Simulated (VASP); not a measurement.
# AlNi (Pm-3m) in VASP: a series of runs

The runs below take AlNi through single point, with PBE.

All numbers are computed with VASP 6.6.1; they aren't measurements. Logs are shortened: lines on timing, memory, paths and dates and some standing lists are left out, and cuts for length are marked.

## (1) The cell of the first run

It takes space group Pm-3m (No. 221, cubic). The conventional cell has a = 2.950 Å, b = 2.950 Å, c = 2.950 Å, α = 90.00°, β = 90.00°, γ = 90.00°. Al (site symmetry m-3m) has 8 Ni at 2.55 Å and 6 Al at 2.95 Å within 3.4 Å. Ni (site symmetry m-3m) has 8 Al at 2.55 Å and 6 Ni at 2.95 Å within 3.4 Å.

## (2) Single point, PBE (volume scaled by 1.06)

Contents of INCAR:

```
SYSTEM = AlNi
PREC     = Accurate       ! precision mode
ENCUT    = 520            ! plane-wave cutoff, eV
EDIFF    = 1E-6           ! SCF threshold, eV
ISMEAR   = 0              ! smearing method
SIGMA    = 0.1            ! smearing width, eV
LREAL    = .False.        ! projectors in reciprocal space
LASPH    = .True.         ! aspherical terms in the spheres
NELM     = 60             ! most SCF steps
ALGO     = Normal         ! electronic algorithm
ISIF     = 2              ! what is computed and relaxed
LWAVE    = .False.        ! write WAVECAR
LCHARG   = .True.         ! write CHGCAR
GGA      = PE             ! functional
LELF     = .True.         ! ELF
LVHAR    = .True.       
NBANDS   = 14             ! bands
```

Contents of KPOINTS:

```
Automatic mesh
0
Gamma
  14 14 14
  0 0 0
```

Contents of POSCAR:

```
AlNi
1.0
    2.9498250661      0.0000000000      0.0000000000
    0.0000000000      2.9498250661      0.0000000000
    0.0000000000      0.0000000000      2.9498250661
Al Ni
1 1
Direct
    0.0000000000      0.0000000000      0.0000000000
    0.5000000000      0.5000000000      0.5000000000
```

Potentials or basis: VASP PAW PBE potentials, release 64 (Al, Ni).

The run is started by

```bash
$ cat potpaw_PBE.64/Al/POTCAR potpaw_PBE.64/Ni/POTCAR > POTCAR
$ mpirun -np 1 vasp_std > vasp.out
```

OUTCAR:

```text
SYSTEM = AlNi
   PREC = Accurate
   ENCUT = 520
   EDIFF = 1E-6
   ISMEAR = 0
   LREAL = .False.
   LASPH = .True.
   NELM = 60
   ISIF = 2
   GGA = PE

 ion  position               nearest neighbor table
   1  0.000  0.000  0.000-   2 2.55   2 2.55   2 2.55   2 2.55   2 2.55   2 2.55   2 2.55   2 2.55

   2  0.500  0.500  0.500-   1 2.55   1 2.55   1 2.55   1 2.55   1 2.55   1 2.55   1 2.55   1 2.55

  LATTYP: Found a simple cubic cell.
 ALAT       =     2.9498250661

  Lattice vectors:

 A1 = (   2.9498250661,   0.0000000000,   0.0000000000)
 A2 = (   0.0000000000,   2.9498250661,   0.0000000000)
 A3 = (   0.0000000000,   0.0000000000,   2.9498250661)

Analysis of symmetry for initial positions (statically):
=====================================================================
 Subroutine PRICEL returns:
 Original cell was already a primitive cell.

 Routine SETGRP: Setting up the symmetry group for a
 simple cubic supercell.

 Subroutine GETGRP returns: Found 48 space group operations
 (whereof 48 operations were pure point group operations)
 out of a pool of 48 trial point group operations.

The static configuration has the point symmetry O_h .

Analysis of symmetry for dynamics (positions and initial velocities):
=====================================================================
 Subroutine PRICEL returns:
 Original cell was already a primitive cell.

 Routine SETGRP: Setting up the symmetry group for a
 simple cubic supercell.

 Subroutine GETGRP returns: Found 48 space group operations
 (whereof 48 operations were pure point group operations)
 out of a pool of 48 trial point group operations.

The dynamic configuration has the point symmetry O_h .

 Subroutine INISYM returns: Found 48 space group operations
 (whereof 48 operations are pure point group operations),
 and found     1 'primitive' translations

----------------------------------------------------------------------------------------

                                     Primitive cell

  volume of cell :      25.6678

  direct lattice vectors                    reciprocal lattice vectors
     2.949825066  0.000000000  0.000000000     0.339003154  0.000000000  0.000000000
     0.000000000  2.949825066  0.000000000     0.000000000  0.339003154  0.000000000
     0.000000000  0.000000000  2.949825066     0.000000000  0.000000000  0.339003154

  length of vectors
     2.949825066  2.949825066  2.949825066     0.339003154  0.339003154  0.339003154

  position of ions in fractional coordinates (direct lattice)
     0.000000000  0.000000000  0.000000000
     0.500000000  0.500000000  0.500000000

  ion indices of the primitive-cell ions
   primitive index   ion index
                 1           1
                 2           2

----------------------------------------------------------------------------------------

 KPOINTS: Automatic mesh

Automatic generation of k-mesh.
 Grid dimensions read from file:
 generate k-points for:   14   14   14

 Generating k-lattice:

  Cartesian coordinates                     Fractional coordinates (reciprocal lattice)
     0.024214511  0.000000000  0.000000000     0.071428571  0.000000000  0.000000000
     0.000000000  0.024214511  0.000000000     0.000000000  0.071428571  0.000000000
     0.000000000  0.000000000  0.024214511     0.000000000  0.000000000  0.071428571

  Length of vectors
     0.024214511  0.024214511  0.024214511

  Shift w.r.t. Gamma in fractional coordinates (k-lattice)
     0.000000000  0.000000000  0.000000000

 Subroutine IBZKPT returns following result:
 ===========================================

 Found    120 irreducible k-points:

 Following reciprocal coordinates:
            Coordinates               Weight
  0.000000  0.000000  0.000000      1.000000
  0.071429  0.000000  0.000000      6.000000
  0.142857  0.000000  0.000000      6.000000
  0.214286  0.000000  0.000000      6.000000
  0.285714  0.000000  0.000000      6.000000
  0.357143  0.000000  0.000000      6.000000
[... 16 lines left out ...]
  0.285714  0.214286  0.000000     24.000000
  0.357143  0.214286  0.000000     24.000000
 [... further k-points ...]
   k-points           NKPTS =    120   k-points in BZ     NKDIM =    120   number of bands    NBANDS=     14
   number of dos      NEDOS =    301   number of ions     NIONS =      2
   total plane-waves  NPLWV =  13824
   dimension x,y,z NGX =    24 NGY =   24 NGZ =   24
   dimension x,y,z NGXF=    48 NGYF=   48 NGZF=   48
   ions per type =               1   1
   NGX,Y,Z   is equivalent  to a cutoff of  13.53, 13.53, 13.53 a.u.
   NGXF,Y,Z  is equivalent  to a cutoff of  27.05, 27.05, 27.05 a.u.
 SYSTEM =  AlNi
   PREC   = accura    normal or accurate (medium, high low for compatibility)
   ISTART =      0    job   : 0-new  1-cont  2-samecut
   ICHARG =      2    charge: 1-file 2-atom 10-const
   ISPIN  =      1    spin polarized calculation?
   LNONCOLLINEAR =      F non collinear calculations
   LSORBIT =      F    spin-orbit coupling
   LASPH  =      T    aspherical Exc in radial PAW
   ENCUT  =  520.0 eV  38.22 Ry    6.18 a.u.   5.48  5.48  5.48*2*pi/ulx,y,z
   NELM   =     60;   NELMIN=  2; NELMDL= -5     # of ELM steps
   EDIFF  = 0.1E-05   stopping-criterion for ELM
   LREAL  =      F    real-space projection
   EDIFFG = 0.1E-04   stopping-criterion for IOM
   NSW    =      0    number of steps for IOM
   IBRION =     -1    ionic relax: 0-MD 1-quasi-New 2-CG
   NFREE  =      0    steps in history (QN), initial steepest desc. (CG)
   ISIF   =      2    stress and relaxation
   ISYM   =      2    0-nonsym 1-usesym 2-fastsym
   POTIM  = 0.5000    time-step for ionic-motion
   TEBEG  =    0.0;   TEEND  =   0.0 temperature during run
   PSTRESS=    0.0 pullay stress
   NELECT =      13.0000    total number of electrons
   NUPDOWN=      -1.0000    fix difference up-down
   EMIN   =  10.00;   EMAX   =-10.00  energy-range for DOS
   EFERMI =   0.00;   METHOD = LEGACY
   ISMEAR =     0;   SIGMA  =   0.10  broadening in eV -4-tet -1-fermi 0-gaus
   EFERMI_NEDOS =   21; number of points for ismear=-14 and -15
   IALGO  =     38    algorithm
   IMIX   =      4    mixing-type and parameters
     AMIX     =   0.40;   BMIX     =  1.00
     AMIX_MAG =   1.60;   BMIX_MAG =  1.00
  volume/ion in A,a.u.               =      12.83        86.61
  Fermi-wavevector in a.u.,A,eV,Ry     =   1.304947  2.465993 23.169195  1.702888
  Thomas-Fermi vector in A             =   2.435849
   LORBIT       =      0    0 simple, 1 ext, 2 COOP (PROOUT), +10 PAW based schemes
   GGA     = PE    functional components
   LHFCALC =     F    Hartree Fock is set to
   AEXX    =    0.0000 exact exchange contribution
   IVDW    =     0    specifies the selected vdW correction
   LEPSILON=     F    determine dielectric tensor
   LRPA    =     F    only Hartree local field effects (RPA)
 non-spin polarized calculation
 Gauss-broadening in eV      SIGMA  =   0.10
  energy-cutoff  :      520.00
  volume of cell :       25.67
 maximum number of plane-waves:       739
 NGX is ok and might be reduce to    24
   NGX = 11   NGY = 11   NGZ = 11

 number of electron      12.9999991 magnetization

 Free energy of the ion-electron system (eV)
  ---------------------------------------------------
  ext. energy  EPLUGINS =         0.00000000
  ---------------------------------------------------
  free energy    TOTEN  =       -10.50099806 eV

  energy without entropy =      -10.49567265  energy(sigma->0) =      -10.49833535

 E-fermi :   9.0926     XC(G=0): -11.7125

 val. band max:        9.0763837817   @ k =   0.4286   0.3571   0.2143
 cond. band min:       9.1211529187   @ k =   0.3571   0.2857   0.0714
 fundamental gap:      0.0447691370
 Fermi energy:         9.0925910260

 k-point     1 :       0.0000    0.0000    0.0000
  band No.  band energies     occupation
      1      -1.5114      2.00000
      2       6.2183      2.00000
      3       6.2183      2.00000
      4       7.7187      2.00000
      5       7.7187      2.00000
      6       7.7187      2.00000
      7      14.3282      0.00000
      8      14.3282      0.00000
      9      14.3282      0.00000
     10      17.0197      0.00000
     11      17.0197      0.00000
     12      21.6324      0.00000
     13      29.2356      0.00000
     14      29.2356      0.00000

 k-point     2 :       0.0714    0.0000    0.0000
  band No.  band energies     occupation
      1      -1.4220      2.00000
      2       6.2102      2.00000
      3       6.2381      2.00000
      4       7.6815      2.00000
      5       7.6815      2.00000
      6       7.7226      2.00000
      7      13.4027      0.00000
      8      14.4462      0.00000
      9      14.4462      0.00000
     10      17.0301      0.00000
     11      17.8330      0.00000
     12      21.9717      0.00000
     13      28.1820      0.00000
     14      28.1820      0.00000

 k-point     3 :       0.1429    0.0000    0.0000
  band No.  band energies     occupation
      1      -1.1549      2.00000
      2       6.1619      2.00000
      3       6.2942      2.00000
      4       7.5811      2.00000
      5       7.5811      2.00000
      6       7.7334      2.00000
      7      11.8655      0.00000
      8      14.7898      0.00000
      9      14.7898      0.00000
     10      17.0610      0.00000
     11      18.9615      0.00000
     12      23.0769      0.00000
     13      26.4785      0.00000
     14      26.4785      0.00000

 k-point     4 :       0.2143    0.0000    0.0000
  band No.  band energies     occupation
      1      -0.7138      2.00000
      2       5.9895      2.00000
      3       6.3768      2.00000
      4       7.4448      2.00000
      5       7.4448      2.00000
      6       7.7491      2.00000
      7      10.4407      0.00000
      8      15.3338      0.00000
      9      15.3338      0.00000
     10      17.1103      0.00000
     11      19.7919      0.00000
     12      24.7819      0.00000
     13      24.7819      0.00000
     14      24.8834      0.00000

 k-point     5 :       0.2857    0.0000    0.0000
  band No.  band energies     occupation
      1      -0.1049      2.00000
      2       5.5430      2.00000
      3       6.4708      2.00000
      4       7.3038      2.00000
      5       7.3038      2.00000
      6       7.7665      2.00000
      7       9.3840      0.00004
      8      16.0497      0.00000
      9      16.0497      0.00000
     10      17.1727      0.00000
     11      20.4799      0.00000
[... 276 lines left out ...]
 k-point    22 :       0.2143    0.2143    0.0000
  band No.  band energies     occupation
      1       0.0621      2.00000
      2       6.2127      2.00000
      3       6.2433      2.00000
      4       7.1363      2.00000
      5       7.4503      2.00000
      6       7.5366      2.00000
      7      10.6388      0.00000
      8      11.7833      0.00000
      9      16.2829      0.00000
     10      18.2577      0.00000
     11      20.7608      0.00000
     12      23.2935      0.00000
     13      24.9954      0.00000
     14      25.6661      0.00000

 k-point    23 :       0.2857    0.2143    0.0000
  band No.  band energies     occupation
      1       0.6513      2.00000
      2       5.8496      2.00000
      3       6.3843      2.00000
      4       7.0596      2.00000
      5       7.3494      2.00000
      6       7.5310      2.00000
      7       9.7588      0.00000
      8      11.9931      0.00000
      9      16.9624      0.00000
     10      17.7217      0.00000
     11      20.0885      0.00000
     12      23.7101      0.00000
     13      24.3547      0.00000
     14      25.8178      0.00000

 k-point    24 :       0.3571    0.2143    0.0000
  band No.  band energies     occupation
      1       1.3870      2.00000
      2       5.1729      2.00000
      3       6.5409      2.00000
      4       7.0190      2.00000
      5       7.2415      2.00000
      6       7.5492      2.00000
      7       9.0034      1.79266
      8      12.6132      0.00000
      9      16.6411      0.00000
     10      17.7847      0.00000
     11      20.1205      0.00000
     12      22.3115      0.00000
     13      24.5165      0.00000
     14      25.9003      0.00000

 [... further k-points ...]
[... 5 lines left out ...]
  --------------------------------------------------------------------------------------
  -------------------------------------------------------------------------------------
  Total       -1.2917403     -1.2917403     -1.2917403     -0.0000000      0.0000000     -0.0000000
  in kB      -80.6300644    -80.6300644    -80.6300644     -0.0000000      0.0000000     -0.0000000
  external PRESSURE =     -80.6300644 kB  Pullay stress =       0.0000000 kB

 VOLUME and BASIS-vectors are now :
 -----------------------------------------------------------------------------
  energy-cutoff  :      520.00
  volume of cell :       25.67
      direct lattice vectors                 reciprocal lattice vectors
     2.949825066  0.000000000  0.000000000     0.339003154  0.000000000  0.000000000
     0.000000000  2.949825066  0.000000000     0.000000000  0.339003154  0.000000000
     0.000000000  0.000000000  2.949825066     0.000000000  0.000000000  0.339003154

 POSITION                                       TOTAL-FORCE (eV/Angst)
 -----------------------------------------------------------------------------------
      0.00000      0.00000      0.00000         0.000000      0.000000      0.000000
      1.47491      1.47491      1.47491         0.000000      0.000000      0.000000
 -----------------------------------------------------------------------------------
    total drift:                                0.000000      0.000000     -0.000000

  FREE ENERGIE OF THE ION-ELECTRON SYSTEM (eV)
  ---------------------------------------------------
  free  energy   TOTEN  =       -10.5009980568 eV

  energy  without entropy=      -10.4956726455  energy(sigma->0) =      -10.49833535
```

Wall time 18 s (1 thread of AMD EPYC 9R45 (Zen 5), shared host); peak memory 0.14 GiB.

What came out:

* Free energy: -10.5010 eV
* Pressure: -8.1 GPa

Caveat: the cell differs from its parent crystal (volume scaled by 1.06). Spin polarisation is off, so any magnetic state and its effect on volume and gap are missing.

## (3) Single point, PBE

This run uses another cell than the first one, of 12.11 Å³/atom, 0.943 times its volume.

Contents of INCAR:

```
SYSTEM = AlNi
PREC = Accurate
ENCUT = 520
EDIFF = 1E-6
ISMEAR = 0
SIGMA = 0.1
LREAL = .False.
LASPH = .True.
NELM = 80
ALGO = Normal
ISIF = 2
LWAVE = .False.
LCHARG = .False.
GGA = PE
NBANDS = 14
```

Contents of KPOINTS:

```
regular mesh
0
Gamma
  14 14 14
  0 0 0
```

Contents of POSCAR:

```
AlNi
1.0
    2.8930835297      0.0000000000      0.0000000000
    0.0000000000      2.8930835297      0.0000000000
    0.0000000000      0.0000000000      2.8930835297
Al Ni
1 1
Direct
    0.0000000000      0.0000000000      0.0000000000
    0.5000000000      0.5000000000      0.5000000000
```

Potentials or basis: VASP PAW PBE potentials, release 64 (Al, Ni).

The run is started by

```bash
$ cat potpaw_PBE.64/Al/POTCAR potpaw_PBE.64/Ni/POTCAR > POTCAR
$ mpirun -np 1 vasp_std > vasp.out
```

OUTCAR:

```text
SYSTEM = AlNi
   PREC = Accurate
   ENCUT = 520
   EDIFF = 1E-6
   ISMEAR = 0
   LREAL = .False.
   LASPH = .True.
   NELM = 80
   ISIF = 2
   GGA = PE

 ion  position               nearest neighbor table
   1  0.000  0.000  0.000-   2 2.51   2 2.51   2 2.51   2 2.51   2 2.51   2 2.51   2 2.51   2 2.51

   2  0.500  0.500  0.500-   1 2.51   1 2.51   1 2.51   1 2.51   1 2.51   1 2.51   1 2.51   1 2.51

  LATTYP: Found a simple cubic cell.
 ALAT       =     2.8930835297

  Lattice vectors:

 A1 = (   2.8930835297,   0.0000000000,   0.0000000000)
 A2 = (   0.0000000000,   2.8930835297,   0.0000000000)
[... 587 lines left out ...]
     11      21.3047      0.00000
     12      23.5810      0.00000
     13      25.8284      0.00000
     14      27.3031      0.00000

 [... further k-points ...]
[... 5 lines left out ...]
  --------------------------------------------------------------------------------------
  -------------------------------------------------------------------------------------
  Total       -0.0024255     -0.0024255     -0.0024255      0.0000000     -0.0000000      0.0000000
  in kB       -0.1604849     -0.1604849     -0.1604849      0.0000000     -0.0000000      0.0000000
  external PRESSURE =      -0.1604849 kB  Pullay stress =       0.0000000 kB

 VOLUME and BASIS-vectors are now :
 -----------------------------------------------------------------------------
  energy-cutoff  :      520.00
  volume of cell :       24.21
      direct lattice vectors                 reciprocal lattice vectors
     2.893083530  0.000000000  0.000000000     0.345651963  0.000000000  0.000000000
     0.000000000  2.893083530  0.000000000     0.000000000  0.345651963  0.000000000
     0.000000000  0.000000000  2.893083530     0.000000000  0.000000000  0.345651963

 POSITION                                       TOTAL-FORCE (eV/Angst)
 -----------------------------------------------------------------------------------
      0.00000      0.00000      0.00000         0.000000      0.000000      0.000000
      1.44654      1.44654      1.44654         0.000000      0.000000      0.000000
 -----------------------------------------------------------------------------------
    total drift:                                0.000000      0.000000     -0.000000

  FREE ENERGIE OF THE ION-ELECTRON SYSTEM (eV)
  ---------------------------------------------------
  free  energy   TOTEN  =       -10.5395764520 eV

  energy  without entropy=      -10.5344432124  energy(sigma->0) =      -10.53700983
```

Run time: 18 s. Hardware: 1 thread of AMD EPYC 9R45 (Zen 5), shared host; peak memory 0.13 GiB.

What came out:

```yaml
Free_energy: -10.5396 eV
Pressure: 0.0 GPa
```

Spin polarisation is off, so any magnetic state and its effect on volume and gap are missing.

## (4) Single point, PBE (volume scaled by 0.88)

INCAR is that of step 3.

KPOINTS is that of step 3.

Contents of POSCAR:

```
AlNi
1.0
    2.7723955766      0.0000000000      0.0000000000
    0.0000000000      2.7723955766      0.0000000000
    0.0000000000      0.0000000000      2.7723955766
Al Ni
1 1
Direct
    0.0000000000      0.0000000000      0.0000000000
    0.5000000000      0.5000000000      0.5000000000
```

The run is started by

```bash
$ cat potpaw_PBE.64/Al/POTCAR potpaw_PBE.64/Ni/POTCAR > POTCAR
$ mpirun -np 1 vasp_std > vasp.out
```

Run time: 24 s. Hardware: 1 thread of Intel Xeon Platinum 8259CL at 2.50GHz (Skylake/Cascade Lake), shared host; peak memory 0.16 GiB.

The run converged. Its results:

- Free energy: -10.3219 eV
- Pressure: 26.8 GPa

Levels at points of the mesh, in eV from the Fermi level:
| k point | band 5 | band 6 | band 7 | band 8 | band 9 | band 10 |
| --- | --- | --- | --- | --- | --- | --- |
| (0.00, 0.00, 0.00) | -1.77 | -1.77 | 6.05 | 6.05 | 6.05 | 8.54 |
| (0.50, 0.00, 0.00) | -2.58 | -1.66 | -0.68 | 8.42 | 10.63 | 10.63 |
| (0.50, 0.50, 0.00) | -2.41 | -2.41 | -1.14 | 1.73 | 3.08 | 13.64 |
| (0.50, 0.50, 0.50) | -1.11 | 1.93 | 1.93 | 1.93 | 4.79 | 5.00 |

Caveat: the cell differs from its parent crystal (volume scaled by 0.88). Spin polarisation is off, so any magnetic state and its effect on volume and gap are missing.

## (5) Overview

```csv
cell,gap on the mesh (eV),pressure (GPa)
"a = 2.950 Å, 2 atoms",none,-8.1
"a = 2.893 Å, 2 atoms",none,0.0
"a = 2.772 Å, 2 atoms",none,26.8
```

Alike in all rows: task single point; level PBE; potentials or basis VASP PAW PBE potentials, release 64 (Al, Ni); no spin polarisation; k mesh 14 × 14 × 14; cutoff (eV) 520; smearing gaussian 0.1 eV.

Absolute energies hang on the potentials; compare differences alone.
